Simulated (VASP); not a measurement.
# Ni (Fm-3m) in VASP: a series of runs, part 2 of 2

VASP 6.6.1. The steps go on from the part before.

## Step 3: Single point, LDA, collinear spin, ferromagnetic start

INCAR

```
SYSTEM = Ni
  PREC = Accurate
  ENCUT = 520
  EDIFF = 1E-6
  ISMEAR = 0
  SIGMA = 0.1
  LREAL = .FALSE.
  LASPH = .TRUE.
  NELM = 150
  ALGO = Normal
  ISIF = 2
  LWAVE = .FALSE.
  LCHARG = .FALSE.
  ISPIN = 2
  MAGMOM = 1.46
  LORBIT = 11
  NUPDOWN = 1.46
  LMAXMIX = 4
  GGA = CA
  NBANDS = 15
```

KPOINTS

```
Automatic mesh
0
G
  12 12 12
  0 0 0
```

POSCAR

```
Ni
1.0
    0.0000000000      1.7683500000      1.7683500000
    1.7683500000      0.0000000000      1.7683500000
    1.7683500000      1.7683500000      0.0000000000
Ni
1
Direct
    0.0000000000      0.0000000000      0.0000000000
```

Potentials or basis: VASP PAW LDA potentials, release 64 (Ni).

The run is started by

```sh
$ cat potpaw_LDA.64/Ni/POTCAR > POTCAR
$ mpirun -np 1 vasp_std > vasp.out
```

OUTCAR:

```text
SYSTEM = Ni
   PREC = Accurate
   ENCUT = 520
   EDIFF = 1E-6
   ISMEAR = 0
   LREAL = .FALSE.
   LASPH = .TRUE.
   NELM = 150
   ISIF = 2
   ISPIN = 2
   LORBIT = 11
   NUPDOWN = 1.46
   GGA = CA

 ion  position               nearest neighbor table
   1  0.000  0.000  0.000-

  LATTYP: Found a face centered cubic cell.
 ALAT       =     3.5367000000

  Lattice vectors:

 A1 = (   0.0000000000,   1.7683500000,   1.7683500000)
 A2 = (   1.7683500000,   0.0000000000,   1.7683500000)
 A3 = (   1.7683500000,   1.7683500000,   0.0000000000)

Analysis of symmetry for initial positions (statically):
=====================================================================
 Subroutine PRICEL returns:
 Original cell was already a primitive cell.

 Routine SETGRP: Setting up the symmetry group for a
 face centered cubic supercell.

 Subroutine GETGRP returns: Found 48 space group operations
[... 9 lines left out ...]

 Routine SETGRP: Setting up the symmetry group for a
 face centered cubic supercell.

 Subroutine GETGRP returns: Found 48 space group operations
 (whereof 48 operations were pure point group operations)
 out of a pool of 48 trial point group operations.

The dynamic configuration has the point symmetry O_h .

Analysis of structural, dynamic, and magnetic symmetry:
=====================================================================
 Subroutine PRICEL returns:
 Original cell was already a primitive cell.

 Routine SETGRP: Setting up the symmetry group for a
 face centered cubic supercell.

 Subroutine GETGRP returns: Found 48 space group operations
 (whereof 48 operations were pure point group operations)
 out of a pool of 48 trial point group operations.

The overall configuration has the point symmetry O_h .

 Subroutine INISYM returns: Found 48 space group operations
[... 5 lines left out ...]
                                     Primitive cell

  volume of cell :      11.0595

  direct lattice vectors                    reciprocal lattice vectors
     0.000000000  1.768350000  1.768350000    -0.282749456  0.282749456  0.282749456
     1.768350000  0.000000000  1.768350000     0.282749456 -0.282749456  0.282749456
     1.768350000  1.768350000  0.000000000     0.282749456  0.282749456 -0.282749456

  length of vectors
[... 136 lines left out ...]

 k-point     1 :       0.0000    0.0000    0.0000
  band No.  band energies     occupation
      1      -0.2559      1.00000
      2       5.7489      1.00000
      3       5.7489      1.00000
      4       5.7489      1.00000
      5       6.8085      1.00000
      6       6.8085      1.00000
      7      32.3034      0.00000
      8      35.8662      0.00000
      9      35.8662      0.00000
     10      35.8662      0.00000
     11      38.6661      0.00000
     12      38.6661      0.00000
     13      38.6661      0.00000
     14      42.0866      0.00000
[... 403 lines left out ...]
      4       6.0997      1.00000
      5       7.3353      1.00000
      6      10.5781      1.00000
      7      14.4387      0.00000
      8      25.0969      0.00000
      9      29.7441      0.00000
     10      31.1216      0.00000
     11      40.0747      0.00000
     12      40.6802      0.00000
     13      47.3546      0.00000
     14      49.9602      0.00000
     15      51.2490      0.00000

 [... further k-points ...]

 spin component 2

 k-point     1 :       0.0000    0.0000    0.0000
  band No.  band energies     occupation
      1       0.1552      1.00000
      2       7.0185      1.00000
      3       7.0185      1.00000
      4       7.0185      1.00000
      5       8.0703      0.99999
      6       8.0703      0.99999
      7      32.6403      0.00000
      8      36.3031      0.00000
      9      36.3031      0.00000
     10      36.3031      0.00000
     11      39.2627      0.00000
     12      39.2627      0.00000
     13      39.2627      0.00000
     14      42.4288      0.00000
[... 403 lines left out ...]
      4       7.3286      1.00000
      5       8.6840      0.00000
      6      11.3725      0.00000
      7      15.2561      0.00000
      8      25.6506      0.00000
      9      30.2774      0.00000
     10      31.5836      0.00000
     11      40.5931      0.00000
     12      41.1459      0.00000
     13      47.9567      0.00000
     14      50.6484      0.00000
     15      51.7747      0.00000

 [... further k-points ...]
[... 5 lines left out ...]
  --------------------------------------------------------------------------------------
  -------------------------------------------------------------------------------------
  Total       -0.6003762     -0.6003762     -0.6003762      0.0000000      0.0000000     -0.0000000
  in kB      -86.9759826    -86.9759826    -86.9759826      0.0000000      0.0000000     -0.0000000
  external PRESSURE =     -86.9759826 kB  Pullay stress =       0.0000000 kB

 VOLUME and BASIS-vectors are now :
 -----------------------------------------------------------------------------
  energy-cutoff  :      520.00
  volume of cell :       11.06
      direct lattice vectors                 reciprocal lattice vectors
     0.000000000  1.768350000  1.768350000    -0.282749456  0.282749456  0.282749456
     1.768350000  0.000000000  1.768350000     0.282749456 -0.282749456  0.282749456
     1.768350000  1.768350000  0.000000000     0.282749456  0.282749456 -0.282749456

 POSITION                                       TOTAL-FORCE (eV/Angst)
 -----------------------------------------------------------------------------------
      0.00000      0.00000      0.00000         0.000000      0.000000     -0.000000
 -----------------------------------------------------------------------------------
    total drift:                               -0.000000     -0.000000     -0.000000

  FREE ENERGIE OF THE ION-ELECTRON SYSTEM (eV)
  ---------------------------------------------------
  free  energy   TOTEN  =        -5.9302007960 eV

  energy  without entropy=       -5.9210328504  energy(sigma->0) =       -5.92561682

 total charge

# of ion       s       p       d       tot
------------------------------------------
    1        0.523   0.561   8.173   9.256

 magnetization (x)

# of ion       s       p       d       tot
------------------------------------------
    1        0.039   0.099   1.262   1.400
```

stdout:

```text
POSCAR found type information on POSCAR Ni
 POSCAR found :  1 types and       1 ions
 scaLAPACK will be used
 LDA part: xc-table for (Slater(with rela. corr.)+CA(PZ))
 , standard interpolation
 POSCAR, INCAR and KPOINTS ok, starting setup
 FFT: planning ... GRIDC
 FFT: planning ... GRID_SOFT
 FFT: planning ... GRID
 WAVECAR not read
 entering main loop
```

Run time: 23 s. Hardware: 1 thread of AMD EPYC 9R45 (Zen 5), shared host; peak memory 0.1 GiB.

What came out:

```yaml
Free_energy: -5.9302 eV
Pressure: -8.7 GPa
Net_moment: 1.46 μB per cell
Site_moments: Ni +1.40 μB
Valence_electrons_inside_the_program's_atomic_spheres: Ni 9.26
```

Caveat: the total moment is fixed, so each spin has its own Fermi level.

## Step 4: Single point, LDA, collinear spin, ferromagnetic start

INCAR

```
PREC     = Accurate       # precision mode
ENCUT    = 520            # plane-wave cutoff, eV
EDIFF    = 1E-7           # SCF threshold, eV
ISMEAR   = 0              # smearing method
SIGMA    = 0.1            # smearing width, eV
LREAL    = False          # projectors in reciprocal space
LASPH    = True           # aspherical terms in the spheres
NELM     = 150            # most SCF steps
ALGO     = Normal         # electronic algorithm
ISIF     = 2              # what is computed and relaxed
LWAVE    = False          # write WAVECAR
LCHARG   = False          # write CHGCAR
ISPIN    = 2              # spin polarisation
MAGMOM   = 1.95           # initial moments
LORBIT   = 11             # projections on sites
NUPDOWN  = 1.95           # fixed moment
LMAXMIX  = 4              # l up to which the mixer works
NBANDS   = 15             # bands
```

KPOINTS

```
regular mesh
0
Gamma
  12 12 12
```

POSCAR is that of step 3.

The run is started by

```sh
$ cat potpaw_LDA.64/Ni/POTCAR > POTCAR
$ mpirun -np 1 vasp_std > vasp.out
```

It took 22 s on 1 thread of AMD EPYC 9R45 (Zen 5), shared host; peak memory 0.1 GiB.

Results (log left out):

- Free energy: -4.8722 eV
- Pressure: 4.6 GPa
- Net moment: 1.95 μB per cell
- Site moments: Ni +1.83 μB
- Valence electrons inside the program's atomic spheres: Ni 9.23

Caveat: the total moment is fixed, so each spin has its own Fermi level.

## Step 5: Single point, LDA, collinear spin, ferromagnetic start

INCAR

```
SYSTEM = Ni
ALGO = Normal
EDIFF = 1E-6
ENCUT = 520
ISIF = 2
ISMEAR = 0
ISPIN = 2
LASPH = .True.
LCHARG = .False.
LMAXMIX = 4
LORBIT = 11
LREAL = .False.
LWAVE = .False.
MAGMOM = 0.24
NBANDS = 15
NELM = 150
NUPDOWN = 0.24
PREC = Accurate
SIGMA = 0.1
```

KPOINTS

```
k-points
0
Gamma
  12 12 12
  0 0 0
```

POSCAR is that of step 4.

Potentials or basis: VASP PAW LDA potentials, release 64 (Ni).

The run is started by

```sh
$ cat potpaw_LDA.64/Ni/POTCAR > POTCAR
$ mpirun -np 1 vasp_std > vasp.out
```

OUTCAR:

```text
SYSTEM = Ni
   EDIFF = 1E-6
   ENCUT = 520
   ISIF = 2
   ISMEAR = 0
   ISPIN = 2
   LASPH = .True.
   LORBIT = 11
   LREAL = .False.
   NELM = 150
   NUPDOWN = 0.24
   PREC = Accurate

 ion  position               nearest neighbor table
   1  0.000  0.000  0.000-

  LATTYP: Found a face centered cubic cell.
 ALAT       =     3.5367000000

  Lattice vectors:
[... 1071 lines left out ...]

  FORCE on cell =-STRESS in cart. coord.  units (eV):
  Direction    XX          YY          ZZ          XY          YZ          ZX
  --------------------------------------------------------------------------------------
  -------------------------------------------------------------------------------------
  Total       -1.4063957     -1.4063957     -1.4063957     -0.0000000      0.0000000      0.0000000
  in kB     -203.7433520   -203.7433520   -203.7433520     -0.0000000      0.0000000      0.0000000
  external PRESSURE =    -203.7433520 kB  Pullay stress =       0.0000000 kB

 VOLUME and BASIS-vectors are now :
 -----------------------------------------------------------------------------
  energy-cutoff  :      520.00
  volume of cell :       11.06
      direct lattice vectors                 reciprocal lattice vectors
     0.000000000  1.768350000  1.768350000    -0.282749456  0.282749456  0.282749456
     1.768350000  0.000000000  1.768350000     0.282749456 -0.282749456  0.282749456
     1.768350000  1.768350000  0.000000000     0.282749456  0.282749456 -0.282749456

 POSITION                                       TOTAL-FORCE (eV/Angst)
 -----------------------------------------------------------------------------------
      0.00000      0.00000      0.00000         0.000000      0.000000     -0.000000
 -----------------------------------------------------------------------------------
    total drift:                               -0.000000     -0.000000     -0.000000

  FREE ENERGIE OF THE ION-ELECTRON SYSTEM (eV)
  ---------------------------------------------------
  free  energy   TOTEN  =        -6.4890364165 eV

  energy  without entropy=       -6.4722038216  energy(sigma->0) =       -6.48062012

 total charge

# of ion       s       p       d       tot
------------------------------------------
    1        0.489   0.477   8.327   9.294

 magnetization (x)

# of ion       s       p       d       tot
------------------------------------------
    1       -0.004  -0.012   0.261   0.245
```

Wall time 20 s (1 thread of AMD EPYC 9R45 (Zen 5), shared host); peak memory 0.1 GiB.

Results:

```
Free energy                                           : -6.4890 eV
Pressure                                              : -20.4 GPa
Net moment                                            : 0.24 μB per cell
Site moments                                          : Ni +0.24 μB
Valence electrons inside the program's atomic spheres : Ni 9.29
```

Caveat: the total moment is fixed, so each spin has its own Fermi level.

## Step 6: Single point, LDA, collinear spin, ferromagnetic start

INCAR

```
PREC     = Accurate       # precision mode
ENCUT    = 520            # plane-wave cutoff, eV
EDIFF    = 1E-7           # SCF threshold, eV
ISMEAR   = 0              # smearing method
SIGMA    = 0.1            # smearing width, eV
LREAL    = False          # projectors in reciprocal space
LASPH    = True           # aspherical terms in the spheres
NELM     = 150            # most SCF steps
ALGO     = Normal         # electronic algorithm
ISIF     = 2              # what is computed and relaxed
LWAVE    = False          # write WAVECAR
LCHARG   = False          # write CHGCAR
ISPIN    = 2              # spin polarisation
MAGMOM   = 0.73           # initial moments
LORBIT   = 11             # projections on sites
NUPDOWN  = 0.73           # fixed moment
LMAXMIX  = 4              # l up to which the mixer works
GGA      = CA             # functional
NBANDS   = 15             # bands
```

KPOINTS

```
regular mesh
0
Gamma
  12 12 12
```

POSCAR is that of step 5.

Potentials or basis: VASP PAW LDA potentials, release 64 (Ni).

The run is started by

```sh
$ cat potpaw_LDA.64/Ni/POTCAR > POTCAR
$ mpirun -np 1 vasp_std > vasp.out
```

Wall time 22 s (1 thread of AMD EPYC 9R45 (Zen 5), shared host); peak memory 0.1 GiB.

Results (log left out):

| Property | Result |
| --- | --- |
| Free energy | -6.5070 eV |
| Pressure | -18.7 GPa |
| Net moment | 0.73 μB per cell |
| Site moments | Ni +0.73 μB |
| Valence electrons inside the program's atomic spheres | Ni 9.29 |

Caveat: the total moment is fixed, so each spin has its own Fermi level.

## Step 7: Overview

```csv
fixed moment (μB),pressure (GPa),moment (μB)
0.98,-16.6,0.98
1.46,-8.7,1.46
1.95,4.6,1.95
0.24,-20.4,0.24
0.73,-18.7,0.73
```

Alike in all rows: task single point; level LDA; potentials or basis VASP PAW LDA potentials, release 64 (Ni); spin collinear, ferromagnetic start; cell as given; k mesh 12 × 12 × 12; cutoff (eV) 520; smearing gaussian 0.1 eV.

Caveats: the total moment is fixed, so each spin has its own Fermi level.

Total energies depend on the potentials used, so only differences within one code and one set of settings carry meaning.
